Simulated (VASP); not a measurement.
# MgO (Periclase) (Fm-3m) in VASP: a series of runs, part 2 of 2

VASP 6.6.1. The steps go on from the part before.

### 5 Single point, LDA

This run uses another cell than the first one, of 9.37 Å³/atom, 1.064 times its volume.

The input, INCAR:

```
SYSTEM = MgO
ALGO = Normal
EDIFF = 1E-6
ENCUT = 600
GGA = CA
GGA_COMPAT = .False.
ISIF = 2
ISMEAR = 0
LASPH = .True.
LCHARG = .True.
LELF = .True.
LREAL = .False.
LVHAR = .True.
LWAVE = .False.
NBANDS = 11
NELM = 120
PREC = Accurate
SIGMA = 0.01
```

The input, KPOINTS:

```
k-points
0
Gamma
  8 8 8
  0 0 0
```

The input, POSCAR:

```
MgO
1.0
    0.0000000000      2.1085000000      2.1085000000
    2.1085000000      0.0000000000      2.1085000000
    2.1085000000      2.1085000000      0.0000000000
Mg O
1 1
Direct
    0.0000000000      0.0000000000      0.0000000000
    0.5000000000      0.5000000000      0.5000000000
```

Potentials or basis: VASP PAW LDA potentials, release 64 (Mg, O).

Launch:

```sh
> cat potpaw_LDA.64/Mg/POTCAR potpaw_LDA.64/O/POTCAR > POTCAR
> mpirun -np 1 vasp_std > vasp.out
```

OUTCAR:

```text
SYSTEM = MgO
   EDIFF = 1E-6
   ENCUT = 600
   GGA = CA
   ISIF = 2
   ISMEAR = 0
   LASPH = .True.
   LREAL = .False.
   NELM = 120
   PREC = Accurate

 ion  position               nearest neighbor table
   1  0.000  0.000  0.000-   2 2.11   2 2.11   2 2.11   2 2.11   2 2.11   2 2.11
   2  0.500  0.500  0.500-   1 2.11   1 2.11   1 2.11   1 2.11   1 2.11   1 2.11

  LATTYP: Found a face centered cubic cell.
 ALAT       =     4.2170000000

  Lattice vectors:

 A1 = (   0.0000000000,   2.1085000000,   2.1085000000)
 A2 = (   2.1085000000,   0.0000000000,   2.1085000000)
 A3 = (   2.1085000000,   2.1085000000,   0.0000000000)

Analysis of symmetry for initial positions (statically):
=====================================================================
 Subroutine PRICEL returns:
 Original cell was already a primitive cell.

 Routine SETGRP: Setting up the symmetry group for a
 face centered cubic supercell.

 Subroutine GETGRP returns: Found 48 space group operations
 (whereof 48 operations were pure point group operations)
 out of a pool of 48 trial point group operations.

The static configuration has the point symmetry O_h .

Analysis of symmetry for dynamics (positions and initial velocities):
[... 163 lines left out ...]
 fundamental gap:      4.6235182957
 Fermi energy:         2.9150653669

 k-point     1 :       0.0000    0.0000    0.0000
  band No.  band energies     occupation
      1     -14.1311      2.00000
      2       2.8517      2.00000
      3       2.8517      2.00000
      4       2.8517      2.00000
      5       7.4752      0.00000
      6      18.3602      0.00000
      7      18.3602      0.00000
      8      18.3602      0.00000
      9      22.3754      0.00000
     10      24.0145      0.00000
     11      24.0145      0.00000
[... 309 lines left out ...]
 k-point    24 :      -0.3750    0.2500    0.1250
  band No.  band energies     occupation
      1     -12.6312      2.00000
      2      -1.2084      2.00000
      3       0.8875      2.00000
      4       1.8502      2.00000
      5      12.3285      0.00000
      6      14.8149      0.00000
      7      16.0114      0.00000
      8      19.3956      0.00000
      9      23.0643      0.00000
     10      24.5424      0.00000
     11      28.5837      0.00000

 [... further k-points ...]
[... 5 lines left out ...]
  --------------------------------------------------------------------------------------
  -------------------------------------------------------------------------------------
  Total       -0.9924404     -0.9924404     -0.9924404      0.0000000      0.0000000      0.0000000
  in kB      -84.8133502    -84.8133502    -84.8133502      0.0000000      0.0000000      0.0000000
  external PRESSURE =     -84.8133502 kB  Pullay stress =       0.0000000 kB

 VOLUME and BASIS-vectors are now :
 -----------------------------------------------------------------------------
  energy-cutoff  :      600.00
  volume of cell :       18.75
      direct lattice vectors                 reciprocal lattice vectors
     0.000000000  2.108500000  2.108500000    -0.237135404  0.237135404  0.237135404
     2.108500000  0.000000000  2.108500000     0.237135404 -0.237135404  0.237135404
     2.108500000  2.108500000  0.000000000     0.237135404  0.237135404 -0.237135404

 POSITION                                       TOTAL-FORCE (eV/Angst)
 -----------------------------------------------------------------------------------
      0.00000      0.00000      0.00000         0.000000      0.000000      0.000000
      2.10850      2.10850      2.10850        -0.000000     -0.000000      0.000000
 -----------------------------------------------------------------------------------
    total drift:                               -0.000000     -0.000000      0.000000

  FREE ENERGIE OF THE ION-ELECTRON SYSTEM (eV)
  ---------------------------------------------------
  free  energy   TOTEN  =       -13.4248542667 eV

  energy  without entropy=      -13.4248542667  energy(sigma->0) =      -13.42485427
```

Run time: 7.3 s. Hardware: 1 thread of Intel Xeon 8259CL, shared host; peak memory 0.13 GiB.

Results:

```
Free energy            : -13.4249 eV
Pressure               : -8.5 GPa
Band gap on the k mesh : 4.62 eV, direct
```

Levels at points of the mesh, in eV from the valence-band top:
```csv
k point,band 1,band 2,band 3,band 4,band 5,band 6,band 7,band 8,band 9
"(0.00, 0.00, 0.00)",-16.98,0.00,0.00,0.00,4.62,15.51,15.51,15.51,19.52
"(0.50, 0.00, 0.00)",-15.64,-4.68,-0.66,-0.66,7.71,12.36,15.96,15.96,20.51
"(0.50, 0.50, 0.00)",-15.37,-4.14,-1.37,-1.37,8.89,9.67,12.86,18.58,18.58
```

### 6 Overview

| cell | gap on the mesh (eV) | pressure (GPa) |
| --- | --- | --- |
| a = 2.921 Å, angles 60.0°, 2 atoms | 5.25 | 1.7 |
| a = 2.942 Å, angles 60.0°, 2 atoms | 5.03 | -2.1 |
| a = 2.962 Å, angles 60.0°, 2 atoms | 4.82 | -5.4 |
| a = 2.982 Å, angles 60.0°, 2 atoms | 4.62 | -8.5 |

Alike in all rows: task single point; level LDA; potentials or basis VASP PAW LDA potentials, release 64 (Mg, O); no spin polarisation; k mesh 8 × 8 × 8; cutoff (eV) 600; smearing gaussian 0.01 eV.

Absolute energies hang on the potentials; compare differences alone.

### 7 Comparison with measurements

Step 2. Against the measured gap of MgO, 7.83 eV (quoted in “Electronic structure of alkaline earth and post-transition metal oxides”, 2009, arxiv:0908.1581), the calculated 5.25 eV is off by -2.58 eV. The value is that of LDA, without temperature or zero-point motion. Semilocal functionals fall short of measured gaps as a rule.

Step 3. A measured gap of MgO is 7.83 eV (quoted in “Electronic structure of alkaline earth and post-transition metal oxides”, 2009, arxiv:0908.1581); the calculated 5.03 eV misses it by -2.80 eV. The value is that of LDA, without temperature or zero-point motion. Semilocal functionals fall short of measured gaps as a rule.
